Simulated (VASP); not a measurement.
# TlH2 (P-3m1) in VASP: notebook, part 2 of 2

VASP 6.6.1.

## (4) Single point, PBE

This run uses another cell than the first one, of 14.54 Å³/atom.

File INCAR:

```
SYSTEM = TlH2
ALGO = Normal ; EDIFF = 1E-7
ENCUT = 520 ; GGA = PE
ISIF = 2 ; ISMEAR = 0
LASPH = .True. ; LCHARG = .True.
LELF = .True. ; LREAL = .False.
LVHAR = .True. ; LWAVE = .False.
NBANDS = 14 ; NELM = 100
PREC = Accurate ; SIGMA = 0.1
```

File KPOINTS:

```
k-points
0
Gamma
  6 6 4
  0 0 0
```

File POSCAR:

```
TlH2
1.0
    3.1506352700      0.0000000000      0.0000000000
   -1.5753176300      2.7285301800      0.0000000000
    0.0000000000      0.0000000000      5.0727625200
Tl H
1 2
Direct
    0.0000000000      0.0000000000      0.0000000000
    0.3333333300      0.6666666700      0.2490000000
    0.6666666700      0.3333333300      0.7510000000
```

Potentials or basis: VASP PAW PBE potentials, release 64 (Tl_d, H).

Run with:

```sh
> cat potpaw_PBE.64/Tl_d/POTCAR potpaw_PBE.64/H/POTCAR > POTCAR
> mpirun -np 1 vasp_std > vasp.out
```

OUTCAR:

```text
SYSTEM = TlH2
   EDIFF = 1E-7
   ENCUT = 520
   GGA = PE
   ISIF = 2
   ISMEAR = 0
   LASPH = .True.
   LREAL = .False.
   NELM = 100
   PREC = Accurate

 ion  position               nearest neighbor table
   1  0.000  0.000  0.000-   2 2.21   3 2.21   2 2.21   3 2.21   3 2.21   2 2.21
   2  0.333  0.667  0.249-   1 2.21   1 2.21   1 2.21
   3  0.667  0.333  0.751-   1 2.21   1 2.21   1 2.21

  LATTYP: Found a hexagonal cell.
 ALAT       =     3.1506352700
 C/A-ratio  =     1.6100760911

  Lattice vectors:

 A1 = (   3.1506352700,   0.0000000000,   0.0000000000)
 A2 = (  -1.5753176300,   2.7285301800,   0.0000000000)
 A3 = (   0.0000000000,   0.0000000000,   5.0727625200)

Analysis of symmetry for initial positions (statically):
=====================================================================
 Subroutine PRICEL returns:
 Original cell was already a primitive cell.

 Routine SETGRP: Setting up the symmetry group for a
 hexagonal supercell.

 Subroutine GETGRP returns: Found 12 space group operations
 (whereof 12 operations were pure point group operations)
 out of a pool of 24 trial point group operations.

The static configuration has the point symmetry D_3d.

Analysis of symmetry for dynamics (positions and initial velocities):
=====================================================================
 Subroutine PRICEL returns:
 Original cell was already a primitive cell.

 Routine SETGRP: Setting up the symmetry group for a
 hexagonal supercell.

 Subroutine GETGRP returns: Found 12 space group operations
 (whereof 12 operations were pure point group operations)
 out of a pool of 24 trial point group operations.

The dynamic configuration has the point symmetry D_3d.

 Subroutine INISYM returns: Found 12 space group operations
 (whereof 12 operations are pure point group operations),
 and found     1 'primitive' translations

----------------------------------------------------------------------------------------

                                     Primitive cell

[... 122 lines left out ...]
 non-spin polarized calculation
 Gauss-broadening in eV      SIGMA  =   0.10
  energy-cutoff  :      520.00
  volume of cell :       43.61
 maximum number of plane-waves:      1194
   NGX = 11   NGY = 11   NGZ = 19

 number of electron      15.0000009 magnetization

 Free energy of the ion-electron system (eV)
  ---------------------------------------------------
  ext. energy  EPLUGINS =         0.00000000
  ---------------------------------------------------
  free energy    TOTEN  =        -6.47041008 eV

  energy without entropy =       -6.46837932  energy(sigma->0) =       -6.46939470

 E-fermi :   3.7662     XC(G=0):  -8.8089

 val. band max:        3.5890648420   @ k =   0.5000  -0.0000   0.2500
 cond. band min:       3.8582637089   @ k =   0.3333   0.0000   0.0000
 fundamental gap:      0.2691988669
 Fermi energy:         3.7662208503

 k-point     1 :       0.0000    0.0000    0.0000
  band No.  band energies     occupation
      1      -8.8019      2.00000
      2      -8.2919      2.00000
      3      -8.2919      2.00000
      4      -7.6543      2.00000
      5      -7.6543      2.00000
      6      -6.8514      2.00000
      7      -1.0851      2.00000
      8       4.4924      0.00000
      9      11.7466      0.00000
     10      12.2589      0.00000
     11      15.3580      0.00000
     12      15.3580      0.00000
     13      18.9364      0.00000
     14      19.0749      0.00000
[... 377 lines left out ...]
      1      -8.2879      2.00000
      2      -8.2879      2.00000
      3      -8.0405      2.00000
      4      -8.0405      2.00000
      5      -7.6938      2.00000
      6       0.1427      2.00000
      7       0.5987      2.00000
      8       0.5987      2.00000
      9       6.4094      0.00000
     10       6.4094      0.00000
     11       6.7340      0.00000
     12      15.2169      0.00000
     13      15.2169      0.00000
     14      18.1619      0.00000

------------------------ aborting loop because EDIFF is reached ----------------------------------------

  FORCE on cell =-STRESS in cart. coord.  units (eV):
  Direction    XX          YY          ZZ          XY          YZ          ZX
  --------------------------------------------------------------------------------------
  -------------------------------------------------------------------------------------
  Total        4.3647184      4.3647183     -1.0307163      0.0000000     -0.0000000     -0.0000000
  in kB      160.3597548    160.3597546    -37.8685174      0.0000003     -0.0000000     -0.0000000
  external PRESSURE =      94.2836640 kB  Pullay stress =       0.0000000 kB

 VOLUME and BASIS-vectors are now :
 -----------------------------------------------------------------------------
  energy-cutoff  :      520.00
  volume of cell :       43.61
      direct lattice vectors                 reciprocal lattice vectors
     3.150635270  0.000000000  0.000000000     0.317396307  0.183248843  0.000000000
    -1.575317630  2.728530180  0.000000000     0.000000000  0.366497687  0.000000000
     0.000000000  0.000000000  5.072762520     0.000000000  0.000000000  0.197131247

 POSITION                                       TOTAL-FORCE (eV/Angst)
 -----------------------------------------------------------------------------------
      0.00000      0.00000      0.00000         0.000000      0.000000      0.000000
     -0.00000      1.81902      1.26312         0.000000      0.000000     -0.291360
      1.57532      0.90951      3.80964        -0.000000      0.000000      0.291360
 -----------------------------------------------------------------------------------
    total drift:                               -0.000000     -0.000000     -0.000000

  FREE ENERGIE OF THE ION-ELECTRON SYSTEM (eV)
  ---------------------------------------------------
  free  energy   TOTEN  =        -6.4704100768 eV

  energy  without entropy=       -6.4683793190  energy(sigma->0) =       -6.46939470
```

stdout:

```text
POSCAR found type information on POSCAR TlH
 POSCAR found :  2 types and       3 ions
 scaLAPACK will be used
 LDA part: xc-table for (Slater+PW92), standard interpolation
 POSCAR, INCAR and KPOINTS ok, starting setup
 FFT: planning ... GRIDC
 FFT: planning ... GRID_SOFT
 FFT: planning ... GRID
 WAVECAR not read
 entering main loop
```

It took 6.6 s on 1 thread of Intel Xeon 6975P-C (Granite Rapids), shared host; peak memory 0.16 GiB.

What came out:

| Item | Value |
| --- | --- |
| Free energy | -6.4704 eV |
| Pressure | 9.4 GPa |
| Largest force | 0.291 eV/Å |
| Band gap on the k mesh | zero (an odd number of electrons rules out a gap without spin polarisation) |

Forces on the atoms (eV/Å):
```
Tl   0.000  0.000  0.000
H    0.000  0.000 -0.291
H    0.000  0.000  0.291
```

Stress tensor (GPa, compression positive):
```
16.04  0.00  0.00
 0.00 16.04  0.00
 0.00  0.00 -3.79
```

Levels at points of the mesh, in eV from the Fermi level:
| k point | band 5 | band 6 | band 7 | band 8 | band 9 | band 10 |
| --- | --- | --- | --- | --- | --- | --- |
| (0.00, 0.00, 0.00) | -11.42 | -10.62 | -4.85 | 0.73 | 7.98 | 8.49 |
| (0.50, 0.00, 0.00) | -11.16 | -5.56 | -4.99 | 0.28 | 1.70 | 5.18 |
| (0.00, 0.00, 0.50) | -11.42 | -10.38 | -5.94 | 3.55 | 6.19 | 8.58 |
| (0.50, 0.00, 0.50) | -11.16 | -5.34 | -4.82 | -0.57 | 0.60 | 6.43 |

Caveat: the k points lie up to 0.38 Å⁻¹ apart, too coarse for converged energies and pressures of a metal; spin-orbit coupling is left out, which moves the levels of the heavy elements; an odd number of electrons without spin polarisation forces a metal; a magnetic or distorted state may lie lower.

## (5) The runs side by side

| task | cell | k mesh | cutoff (eV) | gap on the mesh (eV) | pressure (GPa) | largest force (eV/Å) |
| --- | --- | --- | --- | --- | --- | --- |
| single point | a = 3.566, b = 3.566, c = 4.314 Å, angles 90.0, 90.0, 120.0°, 3 atoms, atomic positions A | 18 × 18 × 10 | 520 | none | -0.1 | - |
| relaxation of cell and atoms | relaxed from a = 3.563, b = 3.563, c = 4.393 Å, angles 90.0, 90.0, 120.0°, 3 atoms, atomic positions B | 18 × 18 × 10 | 600 | none | 0.0 | 0.01 |
| single point | a = 3.151, b = 3.151, c = 5.073 Å, angles 90.0, 90.0, 120.0°, 3 atoms, atomic positions C | 6 × 6 × 4 | 520 | none | 9.4 | 0.29 |

Alike in all rows: level PBE; potentials or basis VASP PAW PBE potentials, release 64 (Tl_d, H); no spin polarisation; smearing gaussian 0.1 eV.

Caveats: some runs use coarse meshes; spin-orbit coupling is left out, which moves the levels of the heavy elements; an odd number of electrons without spin polarisation forces a metal; a magnetic or distorted state may lie lower.

Total energies depend on the potentials used, so only differences within one code and one set of settings carry meaning.

The gap in the log of VASP goes by the Fermi energy; the results here count the filled bands.